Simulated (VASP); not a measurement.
# Ti (I4/mmm) in VASP: notebook, part 2 of 2

VASP 6.6.1.

## 3. Single point, r2SCAN (atoms taken out, then relaxed in part)

File POSCAR:

```
Ti
1.0
    2.8853179795      0.0000000000      0.0000000000
    0.0000000000      2.8853179795      0.0000000000
    0.0000000000      0.0000000000      4.1704511550
Ti
2
Direct
    0.5000000000      0.0000000000      0.5000000000
    0.0000000000      0.5000000000      0.0000000000
```

File INCAR.step1:

```
PREC = Accurate
ENCUT = 520
ISMEAR = 0
SIGMA = 0.1
LREAL = False
LASPH = True
NELM = 100
NBANDS = 19
GGA = PE
ALGO = Normal
EDIFF = 1E-4
LWAVE = True
LCHARG = False
```

File INCAR.step2:

```
PREC = Accurate
ENCUT = 520
EDIFF = 1E-7
ISMEAR = 0
SIGMA = 0.1
LREAL = False
LASPH = True
NELM = 100
ALGO = Normal
ISIF = 2
LWAVE = False
LCHARG = False
METAGGA = R2SCAN
LMIXTAU = True
NBANDS = 19
ISTART = 1
```

File KPOINTS:

```
regular mesh
0
Gamma
  12 12 8
```

Potentials or basis: VASP PAW PBE potentials, release 64 (Ti_sv).

Started as:

```
> cat potpaw_PBE.64/Ti_sv/POTCAR > POTCAR
> cp INCAR.step1 INCAR
> mpirun -np 1 vasp_std > vasp.out
> cp INCAR.step2 INCAR
> mpirun -np 1 vasp_std > vasp.out
```

OUTCAR:

```text
PREC = Accurate
   ENCUT = 520
   EDIFF = 1E-7
   ISMEAR = 0
   LREAL = False
   LASPH = True
   NELM = 100
   ISIF = 2
   METAGGA = R2SCAN
   ISTART = 1

 ion  position               nearest neighbor table
   1  0.500  0.000  0.500-   2 2.92   2 2.92   2 2.92   2 2.92   2 2.92   2 2.92   2 2.92   2 2.92

   2  0.000  0.500  0.000-   1 2.92   1 2.92   1 2.92   1 2.92   1 2.92   1 2.92   1 2.92   1 2.92

  LATTYP: Found a simple tetragonal cell.
 ALAT       =     2.8853179795
 C/A-ratio  =     1.4454043487

  Lattice vectors:

 A1 = (   2.8853179795,   0.0000000000,   0.0000000000)
 A2 = (   0.0000000000,   2.8853179795,   0.0000000000)
 A3 = (   0.0000000000,   0.0000000000,   4.1704511550)

Analysis of symmetry for initial positions (statically):
=====================================================================
 Subroutine PRICEL returns following result:

  LATTYP: Found a body centered tetragonal cell.
 ALAT       =     2.8853179795
 C/A-ratio  =     1.4454043487

  Lattice vectors:

 A1 = (   1.4426589897,  -1.4426589897,  -2.0852255775)
 A2 = (  -1.4426589897,   1.4426589897,  -2.0852255775)
 A3 = (   1.4426589897,   1.4426589898,   2.0852255775)

   2 primitive cells build up your supercell.

 Routine SETGRP: Setting up the symmetry group for a
 simple tetragonal supercell.

 Subroutine GETGRP returns: Found 16 space group operations
 (whereof  8 operations were pure point group operations)
 out of a pool of 16 trial point group operations.

The static configuration has the point symmetry D_2h.
 The point group associated with its full space group is D_4h.

Analysis of symmetry for dynamics (positions and initial velocities):
=====================================================================
 Subroutine PRICEL returns following result:

  LATTYP: Found a body centered tetragonal cell.
 ALAT       =     2.8853179795
 C/A-ratio  =     1.4454043487
[... 124 lines left out ...]
   TEBEG  =    0.0;   TEEND  =   0.0 temperature during run
   PSTRESS=    0.0 pullay stress
   NELECT =      24.0000    total number of electrons
   NUPDOWN=      -1.0000    fix difference up-down
   EMIN   =  10.00;   EMAX   =-10.00  energy-range for DOS
   EFERMI =   0.00;   METHOD = LEGACY
   ISMEAR =     0;   SIGMA  =   0.10  broadening in eV -4-tet -1-fermi 0-gaus
   EFERMI_NEDOS =   21; number of points for ismear=-14 and -15
   IALGO  =     38    algorithm
   IMIX   =      4    mixing-type and parameters
     AMIX     =   0.40;   BMIX     =  1.00
     AMIX_MAG =   1.60;   BMIX_MAG =  1.00
  volume/ion in A,a.u.               =      17.36       117.15
  Fermi-wavevector in a.u.,A,eV,Ry     =   1.447511  2.735399 28.508113  2.095287
  Thomas-Fermi vector in A             =   2.565457
   LORBIT       =      0    0 simple, 1 ext, 2 COOP (PROOUT), +10 PAW based schemes
   METAGGA = R2SCAN    functional components
   LHFCALC =     F    Hartree Fock is set to
   AEXX    =    0.0000 exact exchange contribution
   IVDW    =     0    specifies the selected vdW correction
   LEPSILON=     F    determine dielectric tensor
   LRPA    =     F    only Hartree local field effects (RPA)
 non-spin polarized calculation
 Gauss-broadening in eV      SIGMA  =   0.10
  energy-cutoff  :      520.00
  volume of cell :       34.72
 maximum number of plane-waves:       951
 NGX is ok and might be reduce to    24
   NGX = 11   NGY = 11   NGZ = 15

 number of electron      24.0000007 magnetization

 Free energy of the ion-electron system (eV)
  ---------------------------------------------------
  ext. energy  EPLUGINS =         0.00000000
  ---------------------------------------------------
  free energy    TOTEN  =       -25.76490267 eV

  energy without entropy =      -25.74775654  energy(sigma->0) =      -25.75632961

 E-fermi :   8.2370     XC(G=0): -12.4147

 val. band max:        8.2337812355   @ k =   0.3333   0.0833   0.1250
 cond. band min:       8.2560380781   @ k =   0.4167   0.0000   0.1250
 fundamental gap:      0.0222568427
 Fermi energy:         8.2369872880

 k-point     1 :       0.0000    0.0000    0.0000
  band No.  band energies     occupation
      1     -50.8084      2.00000
      2     -50.6449      2.00000
      3     -26.2597      2.00000
      4     -25.8379      2.00000
      5     -25.8379      2.00000
      6     -25.6117      2.00000
[... 505 lines left out ...]
      6     -25.8694      2.00000
[... 11 lines left out ...]
     18      12.1273      0.00000
     19      12.1633      0.00000

 [... further k-points ...]
[... 5 lines left out ...]
  --------------------------------------------------------------------------------------
  -------------------------------------------------------------------------------------
  Total        0.0826440      0.0826440      0.0801919      0.0000000      0.0000000      0.0000000
  in kB        3.8137416      3.8137416      3.7005859      0.0000000      0.0000000      0.0000000
  external PRESSURE =       3.7760230 kB  Pullay stress =       0.0000000 kB

 VOLUME and BASIS-vectors are now :
 -----------------------------------------------------------------------------
  energy-cutoff  :      520.00
  volume of cell :       34.72
      direct lattice vectors                 reciprocal lattice vectors
     2.885317979  0.000000000  0.000000000     0.346582251  0.000000000  0.000000000
     0.000000000  2.885317979  0.000000000     0.000000000  0.346582251  0.000000000
     0.000000000  0.000000000  4.170451155     0.000000000  0.000000000  0.239782211

 POSITION                                       TOTAL-FORCE (eV/Angst)
 -----------------------------------------------------------------------------------
      1.44266      0.00000      2.08523        -0.000000      0.000000     -0.000000
      0.00000      1.44266      0.00000         0.000000     -0.000000      0.000000
 -----------------------------------------------------------------------------------
    total drift:                                0.000000      0.000000     -0.000000

  FREE ENERGIE OF THE ION-ELECTRON SYSTEM (eV)
  ---------------------------------------------------
  free  energy   TOTEN  =       -25.7649026743 eV

  energy  without entropy=      -25.7477565436  energy(sigma->0) =      -25.75632961
```

OUTCAR.step1:

```text
PREC = Accurate
   ENCUT = 520
   ISMEAR = 0
   LREAL = False
   LASPH = True
[... 774 lines left out ...]
      1.44266      0.00000      2.08523         0.000000     -0.000000     -0.000000
      0.00000      1.44266      0.00000        -0.000000      0.000000      0.000000
 -----------------------------------------------------------------------------------
    total drift:                                0.000000      0.000000     -0.000000

  FREE ENERGIE OF THE ION-ELECTRON SYSTEM (eV)
  ---------------------------------------------------
  free  energy   TOTEN  =       -15.5631421392 eV

  energy  without entropy=      -15.5450365696  energy(sigma->0) =      -15.55408935
```

OSZICAR.step1:

```text
N       E                     dE             d eps       ncg     rms          rms(c)
DAV:   1     0.264375764846E+03    0.26438E+03   -0.13026E+04  5320   0.157E+03
DAV:   2     0.127488396876E+02   -0.25163E+03   -0.24758E+03  5437   0.443E+02
DAV:   3    -0.163088325057E+02   -0.29058E+02   -0.28700E+02  9772   0.123E+02
DAV:   4    -0.175450441411E+02   -0.12362E+01   -0.12332E+01  6343   0.260E+01
DAV:   5    -0.176004501109E+02   -0.55406E-01   -0.55401E-01  7677   0.398E+00    0.118E+01
DAV:   6    -0.155590029682E+02    0.20414E+01   -0.71872E+00  6197   0.272E+01    0.294E+00
DAV:   7    -0.155430707728E+02    0.15932E-01   -0.61803E-01  7927   0.597E+00    0.199E+00
DAV:   8    -0.155708550826E+02   -0.27784E-01   -0.19812E-01  6200   0.501E+00    0.661E-01
DAV:   9    -0.155628592711E+02    0.79958E-02   -0.45665E-02  6291   0.212E+00    0.760E-02
DAV:  10    -0.155630935321E+02   -0.23426E-03   -0.20009E-03  7375   0.304E-01    0.703E-02
DAV:  11    -0.155631421392E+02   -0.48607E-04   -0.18114E-04  4403   0.828E-02
   1 F= -.15563142E+02 E0= -.15554089E+02  d E =-.181056E-01
```

It took 6 min on 1 thread of Intel Xeon 8259CL, shared host; peak memory 0.21 GiB.

Results:

```yaml
Free_energy: -25.7649 eV
Pressure: 0.4 GPa
Band_gap_on_the_k_mesh: zero (bands 12 and 13 overlap by 1.44 eV)
```

Caveat: the cell differs from its parent crystal (atoms taken out, then relaxed in part); the PAW data sets were made with another functional, which shifts forces and pressure a little.
